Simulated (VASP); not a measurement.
# LiF (Fm-3m) in VASP: a series of runs, part 2 of 2

VASP 6.6.1.

**4. Single point, r2SCAN**

File POSCAR:

```
LiF
1.0
    0.0000000000      1.9951010522      1.9951010522
    1.9951010522      0.0000000000      1.9951010522
    1.9951010522      1.9951010522      0.0000000000
Li F
1 1
Direct
    0.0000000000      0.0000000000      0.0000000000
    0.5000000000      0.5000000000      0.5000000000
```

File INCAR.step1:

```
SYSTEM = LiF
ALGO     = Normal         ! electronic algorithm
EDIFF    = 1E-4           ! SCF threshold, eV
ENCUT    = 520            ! plane-wave cutoff, eV
GGA      = PE             ! functional
ISMEAR   = 0              ! smearing method
LASPH    = .TRUE.         ! aspherical terms in the spheres
LCHARG   = .FALSE.        ! write CHGCAR
LREAL    = .FALSE.        ! projectors in reciprocal space
LWAVE    = .TRUE.         ! write WAVECAR
NBANDS   = 12             ! bands
NELM     = 80             ! most SCF steps
PREC     = Accurate       ! precision mode
SIGMA    = 0.01           ! smearing width, eV
```

File INCAR.step2:

```
SYSTEM = LiF
ALGO     = Normal         ! electronic algorithm
EDIFF    = 1E-6           ! SCF threshold, eV
ENCUT    = 520            ! plane-wave cutoff, eV
ISIF     = 2              ! what is computed and relaxed
ISMEAR   = 0              ! smearing method
ISTART   = 1            
LASPH    = .TRUE.         ! aspherical terms in the spheres
LCHARG   = .FALSE.        ! write CHGCAR
LMIXTAU  = .TRUE.       
LREAL    = .FALSE.        ! projectors in reciprocal space
LWAVE    = .FALSE.        ! write WAVECAR
METAGGA  = R2SCAN         ! meta-GGA
NBANDS   = 12             ! bands
NELM     = 80             ! most SCF steps
PREC     = Accurate       ! precision mode
SIGMA    = 0.01           ! smearing width, eV
```

File KPOINTS:

```
k-points
0
G
  8 8 8
  0 0 0
```

Potentials or basis: VASP PAW PBE potentials, release 64 (Li_sv, F).

The run is started by

```bash
> cat potpaw_PBE.64/Li_sv/POTCAR potpaw_PBE.64/F/POTCAR > POTCAR
> cp INCAR.step1 INCAR
> mpirun -np 1 vasp_std > vasp.out
> cp INCAR.step2 INCAR
> mpirun -np 1 vasp_std > vasp.out
```

OUTCAR:

```text
SYSTEM = LiF
   EDIFF = 1E-6
   ENCUT = 520
   ISIF = 2
   ISMEAR = 0
   ISTART = 1
   LASPH = .TRUE.
   LREAL = .FALSE.
   METAGGA = R2SCAN
   NELM = 80
   PREC = Accurate

 ion  position               nearest neighbor table
   1  0.000  0.000  0.000-   2 2.00   2 2.00   2 2.00   2 2.00   2 2.00   2 2.00
   2  0.500  0.500  0.500-   1 2.00   1 2.00   1 2.00   1 2.00   1 2.00   1 2.00

  LATTYP: Found a face centered cubic cell.
 ALAT       =     3.9902021044

  Lattice vectors:

 A1 = (   0.0000000000,   1.9951010522,   1.9951010522)
 A2 = (   1.9951010522,   0.0000000000,   1.9951010522)
 A3 = (   1.9951010522,   1.9951010522,   0.0000000000)

Analysis of symmetry for initial positions (statically):
=====================================================================
 Subroutine PRICEL returns:
 Original cell was already a primitive cell.

 Routine SETGRP: Setting up the symmetry group for a
 face centered cubic supercell.

 Subroutine GETGRP returns: Found 48 space group operations
 (whereof 48 operations were pure point group operations)
 out of a pool of 48 trial point group operations.

The static configuration has the point symmetry O_h .

Analysis of symmetry for dynamics (positions and initial velocities):
=====================================================================
 Subroutine PRICEL returns:
 Original cell was already a primitive cell.

 Routine SETGRP: Setting up the symmetry group for a
 face centered cubic supercell.

 Subroutine GETGRP returns: Found 48 space group operations
 (whereof 48 operations were pure point group operations)
 out of a pool of 48 trial point group operations.

The dynamic configuration has the point symmetry O_h .

 Subroutine INISYM returns: Found 48 space group operations
 (whereof 48 operations are pure point group operations),
 and found     1 'primitive' translations

----------------------------------------------------------------------------------------

                                     Primitive cell

  volume of cell :      15.8827
[... 119 lines left out ...]
   LRPA    =     F    only Hartree local field effects (RPA)
 non-spin polarized calculation
 Gauss-broadening in eV      SIGMA  =   0.01
  energy-cutoff  :      520.00
  volume of cell :       15.88
 maximum number of plane-waves:       444
 NGX is ok and might be reduce to    24
   NGX = 11   NGY = 11   NGZ = 11

 number of electron       9.9999997 magnetization

 Free energy of the ion-electron system (eV)
  ---------------------------------------------------
  ext. energy  EPLUGINS =         0.00000000
  ---------------------------------------------------
  free energy    TOTEN  =       -11.90299580 eV

  energy without entropy =      -11.90299580  energy(sigma->0) =      -11.90299580

 E-fermi :  -1.3915     XC(G=0): -10.6955

 val. band max:       -1.4664777150   @ k =   0.0000   0.0000   0.0000
 cond. band min:       9.0831861540   @ k =   0.0000   0.0000   0.0000
 fundamental gap:     10.5496638690
 Fermi energy:        -1.3914557043

 k-point     1 :       0.0000    0.0000    0.0000
  band No.  band energies     occupation
      1     -43.4782      2.00000
      2     -22.6404      2.00000
      3      -1.4665      2.00000
      4      -1.4665      2.00000
      5      -1.4665      2.00000
      6       9.0832      0.00000
      7      24.3001      0.00000
      8      24.3001      0.00000
      9      24.3002      0.00000
     10      25.0207      0.00000
     11      25.0207      0.00000
     12      25.0218      0.00000
[... 331 lines left out ...]
 k-point    24 :      -0.3750    0.2500    0.1250
  band No.  band energies     occupation
      1     -43.4053      2.00000
      2     -22.0846      2.00000
      3      -3.8632      2.00000
      4      -2.7490      2.00000
      5      -1.9777      2.00000
      6      12.3591      0.00000
      7      15.8025      0.00000
      8      19.3306      0.00000
      9      19.7771      0.00000
     10      27.9737      0.00000
     11      29.3688      0.00000
     12      35.0935      0.00000

 [... further k-points ...]

------------------------ aborting loop because EDIFF is reached ----------------------------------------

  FORCE on cell =-STRESS in cart. coord.  units (eV):
  Direction    XX          YY          ZZ          XY          YZ          ZX
  --------------------------------------------------------------------------------------
  -------------------------------------------------------------------------------------
  Total       -0.0790375     -0.0790375     -0.0790375      0.0000000      0.0000000      0.0000000
  in kB       -7.9729506     -7.9729506     -7.9729506      0.0000000      0.0000000      0.0000000
  external PRESSURE =      -7.9729506 kB  Pullay stress =       0.0000000 kB

 VOLUME and BASIS-vectors are now :
 -----------------------------------------------------------------------------
  energy-cutoff  :      520.00
  volume of cell :       15.88
      direct lattice vectors                 reciprocal lattice vectors
     0.000000000  1.995101052  1.995101052    -0.250613872  0.250613872  0.250613872
     1.995101052  0.000000000  1.995101052     0.250613872 -0.250613872  0.250613872
     1.995101052  1.995101052  0.000000000     0.250613872  0.250613872 -0.250613872

 POSITION                                       TOTAL-FORCE (eV/Angst)
 -----------------------------------------------------------------------------------
      0.00000      0.00000      0.00000         0.000000      0.000000     -0.000000
      1.99510      1.99510      1.99510        -0.000000     -0.000000      0.000000
 -----------------------------------------------------------------------------------
    total drift:                               -0.000000     -0.000000      0.000000

  FREE ENERGIE OF THE ION-ELECTRON SYSTEM (eV)
  ---------------------------------------------------
  free  energy   TOTEN  =       -11.9029957962 eV

  energy  without entropy=      -11.9029957962  energy(sigma->0) =      -11.90299580
```

OSZICAR.step1:

```text
N       E                     dE             d eps       ncg     rms          rms(c)
DAV:   1     0.283379088168E+02    0.28338E+02   -0.52725E+03   728   0.840E+02
DAV:   2    -0.920284371381E+01   -0.37541E+02   -0.36806E+02   836   0.186E+02
DAV:   3    -0.101292853578E+02   -0.92644E+00   -0.92437E+00   892   0.246E+01
DAV:   4    -0.101385391543E+02   -0.92538E-02   -0.92532E-02   784   0.274E+00
DAV:   5    -0.101386336001E+02   -0.94446E-04   -0.94445E-04   916   0.213E-01    0.454E+00
DAV:   6    -0.961685506658E+01    0.52178E+00   -0.24498E+00   784   0.980E+00    0.136E+00
DAV:   7    -0.962131036182E+01   -0.44553E-02   -0.20618E-02   932   0.123E+00    0.856E-01
DAV:   8    -0.962799708679E+01   -0.66867E-02   -0.14720E-02   836   0.126E+00    0.112E-01
DAV:   9    -0.962800551292E+01   -0.84261E-05   -0.99052E-04   804   0.283E-01
   1 F= -.96280055E+01 E0= -.96280055E+01  d E =-.983081-149
```

Wall time 18 s (1 thread of AMD EPYC 9R45 (Zen 5), shared host); peak memory 0.1 GiB.

What came out:

```
Free energy            : -11.9030 eV
Band gap on the k mesh : 10.55 eV, direct
```

Levels at points of the mesh, in eV from the valence-band top:
| k point | band 3 | band 4 | band 5 | band 6 | band 7 | band 8 |
| --- | --- | --- | --- | --- | --- | --- |
| (0.00, 0.00, 0.00) | 0.00 | 0.00 | 0.00 | 10.55 | 25.77 | 25.77 |
| (0.50, 0.00, 0.00) | -2.58 | -0.25 | -0.25 | 11.99 | 18.49 | 20.68 |
| (0.50, 0.50, 0.00) | -3.13 | -1.05 | -1.05 | 16.34 | 17.58 | 19.48 |

Caveat: the cutoff is under 1.25 times the usual one of these potentials, so pressure, stress and relaxed cells hold a basis-set (Pulay) error; the PAW data sets were made with another functional, which shifts forces and pressure a little.

**5. Single point, PBE**

File INCAR:

```
PREC = Accurate
ENCUT = 520
EDIFF = 1E-6
ISMEAR = 0
SIGMA = 0.01
LREAL = F
LASPH = T
NELM = 60
ALGO = Normal
ISIF = 2
LWAVE = F
LCHARG = F
GGA = PE
NBANDS = 12
```

File KPOINTS:

```
regular mesh
0
Gamma
  12 12 12
```

POSCAR is that of step 4.

Potentials or basis: VASP PAW PBE potentials, release 64 (Li_sv, F).

The run is started by

```bash
> cat potpaw_PBE.64/Li_sv/POTCAR potpaw_PBE.64/F/POTCAR > POTCAR
> mpirun -np 1 vasp_std > vasp.out
```

OUTCAR:

```text
PREC = Accurate
   ENCUT = 520
   EDIFF = 1E-6
   ISMEAR = 0
   LREAL = F
   LASPH = T
   NELM = 60
   ISIF = 2
   GGA = PE

 ion  position               nearest neighbor table
   1  0.000  0.000  0.000-   2 2.00   2 2.00   2 2.00   2 2.00   2 2.00   2 2.00
   2  0.500  0.500  0.500-   1 2.00   1 2.00   1 2.00   1 2.00   1 2.00   1 2.00

  LATTYP: Found a face centered cubic cell.
 ALAT       =     3.9902021044

  Lattice vectors:

 A1 = (   0.0000000000,   1.9951010522,   1.9951010522)
 A2 = (   1.9951010522,   0.0000000000,   1.9951010522)
 A3 = (   1.9951010522,   1.9951010522,   0.0000000000)

Analysis of symmetry for initial positions (statically):
=====================================================================
 Subroutine PRICEL returns:
 Original cell was already a primitive cell.

 Routine SETGRP: Setting up the symmetry group for a
 face centered cubic supercell.

 Subroutine GETGRP returns: Found 48 space group operations
 (whereof 48 operations were pure point group operations)
 out of a pool of 48 trial point group operations.

The static configuration has the point symmetry O_h .

Analysis of symmetry for dynamics (positions and initial velocities):
=====================================================================
 Subroutine PRICEL returns:
 Original cell was already a primitive cell.

 Routine SETGRP: Setting up the symmetry group for a
 face centered cubic supercell.

 Subroutine GETGRP returns: Found 48 space group operations
 (whereof 48 operations were pure point group operations)
 out of a pool of 48 trial point group operations.

The dynamic configuration has the point symmetry O_h .

 Subroutine INISYM returns: Found 48 space group operations
 (whereof 48 operations are pure point group operations),
 and found     1 'primitive' translations

----------------------------------------------------------------------------------------

                                     Primitive cell

  volume of cell :      15.8827

  direct lattice vectors                    reciprocal lattice vectors
     0.000000000  1.995101052  1.995101052    -0.250613872  0.250613872  0.250613872
     1.995101052  0.000000000  1.995101052     0.250613872 -0.250613872  0.250613872
     1.995101052  1.995101052  0.000000000     0.250613872  0.250613872 -0.250613872

  length of vectors
     2.821498966  2.821498966  2.821498966     0.434075960  0.434075960  0.434075960

  position of ions in fractional coordinates (direct lattice)
     0.000000000  0.000000000  0.000000000
     0.500000000  0.500000000  0.500000000

  ion indices of the primitive-cell ions
   primitive index   ion index
                 1           1
                 2           2

----------------------------------------------------------------------------------------

 KPOINTS: regular mesh

Automatic generation of k-mesh.
 Grid dimensions read from file:
 generate k-points for:   12   12   12

 Generating k-lattice:

  Cartesian coordinates                     Fractional coordinates (reciprocal lattice)
    -0.020884489  0.020884489  0.020884489     0.083333333  0.000000000  0.000000000
     0.020884489 -0.020884489  0.020884489     0.000000000  0.083333333  0.000000000
     0.020884489  0.020884489 -0.020884489     0.000000000  0.000000000  0.083333333

  Length of vectors
     0.036172997  0.036172997  0.036172997

  Shift w.r.t. Gamma in fractional coordinates (k-lattice)
     0.000000000  0.000000000  0.000000000

 Subroutine IBZKPT returns following result:
 ===========================================

 Found     72 irreducible k-points:

 Following reciprocal coordinates:
            Coordinates               Weight
  0.000000  0.000000  0.000000      1.000000
  0.083333  0.000000  0.000000      8.000000
  0.166667  0.000000  0.000000      8.000000
  0.250000  0.000000  0.000000      8.000000
  0.333333  0.000000  0.000000      8.000000
  0.416667  0.000000  0.000000      8.000000
[... 16 lines left out ...]
  0.500000  0.166667  0.000000     24.000000
 -0.416667  0.166667  0.000000     24.000000
 [... further k-points ...]
   k-points           NKPTS =     72   k-points in BZ     NKDIM =     72   number of bands    NBANDS=     12
   number of dos      NEDOS =    301   number of ions     NIONS =      2
   total plane-waves  NPLWV =  13824
   dimension x,y,z NGX =    24 NGY =   24 NGZ =   24
   dimension x,y,z NGXF=    48 NGYF=   48 NGZF=   48
   ions per type =               1   1
   NGX,Y,Z   is equivalent  to a cutoff of  14.14, 14.14, 14.14 a.u.
   NGXF,Y,Z  is equivalent  to a cutoff of  28.28, 28.28, 28.28 a.u.
 SYSTEM =  unknown system
   PREC   = accura    normal or accurate (medium, high low for compatibility)
   ISTART =      0    job   : 0-new  1-cont  2-samecut
   ICHARG =      2    charge: 1-file 2-atom 10-const
   ISPIN  =      1    spin polarized calculation?
   LNONCOLLINEAR =      F non collinear calculations
   LSORBIT =      F    spin-orbit coupling
   LASPH  =      T    aspherical Exc in radial PAW
   ENCUT  =  520.0 eV  38.22 Ry    6.18 a.u.   5.25  5.25  5.25*2*pi/ulx,y,z
   NELM   =     60;   NELMIN=  2; NELMDL= -5     # of ELM steps
   EDIFF  = 0.1E-05   stopping-criterion for ELM
   LREAL  =      F    real-space projection
   EDIFFG = 0.1E-04   stopping-criterion for IOM
   NSW    =      0    number of steps for IOM
   IBRION =     -1    ionic relax: 0-MD 1-quasi-New 2-CG
   NFREE  =      0    steps in history (QN), initial steepest desc. (CG)
   ISIF   =      2    stress and relaxation
   ISYM   =      2    0-nonsym 1-usesym 2-fastsym
   POTIM  = 0.5000    time-step for ionic-motion
   TEBEG  =    0.0;   TEEND  =   0.0 temperature during run
   PSTRESS=    0.0 pullay stress
   NELECT =      10.0000    total number of electrons
   NUPDOWN=      -1.0000    fix difference up-down
   EMIN   =  10.00;   EMAX   =-10.00  energy-range for DOS
   EFERMI =   0.00;   METHOD = LEGACY
   ISMEAR =     0;   SIGMA  =   0.01  broadening in eV -4-tet -1-fermi 0-gaus
   EFERMI_NEDOS =   21; number of points for ismear=-14 and -15
   IALGO  =     38    algorithm
   IMIX   =      4    mixing-type and parameters
     AMIX     =   0.40;   BMIX     =  1.00
     AMIX_MAG =   1.60;   BMIX_MAG =  1.00
  volume/ion in A,a.u.               =       7.94        53.59
  Fermi-wavevector in a.u.,A,eV,Ry     =   1.403137  2.651544 26.787043  1.968792
  Thomas-Fermi vector in A             =   2.525829
   LORBIT       =      0    0 simple, 1 ext, 2 COOP (PROOUT), +10 PAW based schemes
   GGA     = PE    functional components
   LHFCALC =     F    Hartree Fock is set to
   AEXX    =    0.0000 exact exchange contribution
   IVDW    =     0    specifies the selected vdW correction
   LEPSILON=     F    determine dielectric tensor
   LRPA    =     F    only Hartree local field effects (RPA)
 non-spin polarized calculation
 Gauss-broadening in eV      SIGMA  =   0.01
  energy-cutoff  :      520.00
  volume of cell :       15.88
 maximum number of plane-waves:       444
 NGX is ok and might be reduce to    24
   NGX = 11   NGY = 11   NGZ = 11

 number of electron      10.0000000 magnetization

 number of electron       9.9999997 magnetization

 Free energy of the ion-electron system (eV)
  ---------------------------------------------------
  ext. energy  EPLUGINS =         0.00000000
  ---------------------------------------------------
  free energy    TOTEN  =        -9.62816498 eV

  energy without entropy =       -9.62816498  energy(sigma->0) =       -9.62816498

 E-fermi :  -0.6556     XC(G=0): -10.1211

 val. band max:       -0.8441695667   @ k =   0.0000   0.0000   0.0000
 cond. band min:       8.5045577790   @ k =   0.0000   0.0000   0.0000
 fundamental gap:      9.3487273458
 Fermi energy:        -0.6555994517

 k-point     1 :       0.0000    0.0000    0.0000
  band No.  band energies     occupation
      1     -41.7033      2.00000
      2     -20.8970      2.00000
      3      -0.8442      2.00000
      4      -0.8442      2.00000
      5      -0.8442      2.00000
      6       8.5046      0.00000
      7      23.5000      0.00000
      8      23.5000      0.00000
      9      23.5000      0.00000
     10      23.7601      0.00000
     11      23.7601      0.00000
     12      23.7601      0.00000
[... 331 lines left out ...]
 k-point    24 :      -0.4167    0.1667    0.0000
  band No.  band energies     occupation
      1     -41.6320      2.00000
      2     -20.3656      2.00000
      3      -3.3039      2.00000
      4      -1.8071      2.00000
      5      -1.2093      2.00000
      6      11.1857      0.00000
      7      15.4329      0.00000
      8      18.5384      0.00000
      9      18.5553      0.00000
     10      27.6251      0.00000
     11      30.2582      0.00000
     12      30.7595      0.00000

 [... further k-points ...]
[... 5 lines left out ...]
  --------------------------------------------------------------------------------------
  -------------------------------------------------------------------------------------
  Total        0.3890358      0.3890358      0.3890358      0.0000000      0.0000000      0.0000000
  in kB       39.2441988     39.2441988     39.2441988      0.0000000      0.0000000      0.0000000
  external PRESSURE =      39.2441988 kB  Pullay stress =       0.0000000 kB

 VOLUME and BASIS-vectors are now :
 -----------------------------------------------------------------------------
  energy-cutoff  :      520.00
  volume of cell :       15.88
      direct lattice vectors                 reciprocal lattice vectors
     0.000000000  1.995101052  1.995101052    -0.250613872  0.250613872  0.250613872
     1.995101052  0.000000000  1.995101052     0.250613872 -0.250613872  0.250613872
     1.995101052  1.995101052  0.000000000     0.250613872  0.250613872 -0.250613872

 POSITION                                       TOTAL-FORCE (eV/Angst)
 -----------------------------------------------------------------------------------
      0.00000      0.00000      0.00000        -0.000000     -0.000000     -0.000000
      1.99510      1.99510      1.99510         0.000000      0.000000      0.000000
 -----------------------------------------------------------------------------------
    total drift:                               -0.000000     -0.000000      0.000000

  FREE ENERGIE OF THE ION-ELECTRON SYSTEM (eV)
  ---------------------------------------------------
  free  energy   TOTEN  =        -9.6281649787 eV

  energy  without entropy=       -9.6281649787  energy(sigma->0) =       -9.62816498
```

stdout:

```text
POSCAR found type information on POSCAR LiF
 POSCAR found :  2 types and       2 ions
 scaLAPACK will be used
 LDA part: xc-table for (Slater+PW92), standard interpolation
 POSCAR, INCAR and KPOINTS ok, starting setup
 FFT: planning ... GRIDC
 FFT: planning ... GRID_SOFT
 FFT: planning ... GRID
 WAVECAR not read
 entering main loop
```

Run time: 8.3 s. Hardware: 1 thread of AMD EPYC 9R45 (Zen 5), shared host; peak memory 0.1 GiB.

Results:

```yaml
Free_energy: -9.6282 eV
Band_gap_on_the_k_mesh: 9.35 eV, direct
```

Caveat: the cutoff is under 1.25 times the usual one of these potentials, so pressure, stress and relaxed cells hold a basis-set (Pulay) error.

**6. Overview**

```csv
level,k mesh,gap on the mesh (eV)
PBE,8 × 8 × 8,9.35
r2SCAN,8 × 8 × 8,10.55
PBE,12 × 12 × 12,9.35
```

Alike in all rows: task single point; potentials or basis VASP PAW PBE potentials, release 64 (Li_sv, F); no spin polarisation; cell as given; cutoff (eV) 520; smearing gaussian 0.01 eV.

On the cell as given the gap runs from 9.35 eV (PBE) to 10.55 eV (r2SCAN); the meshes differ, which moves gaps too.

Caveats: the cutoff is under 1.25 times the usual one of these potentials, so pressure, stress and relaxed cells hold a basis-set (Pulay) error; the PAW data sets were made with another functional, which shifts forces and pressure a little (some runs).

Absolute energies hang on the potentials; compare differences alone.
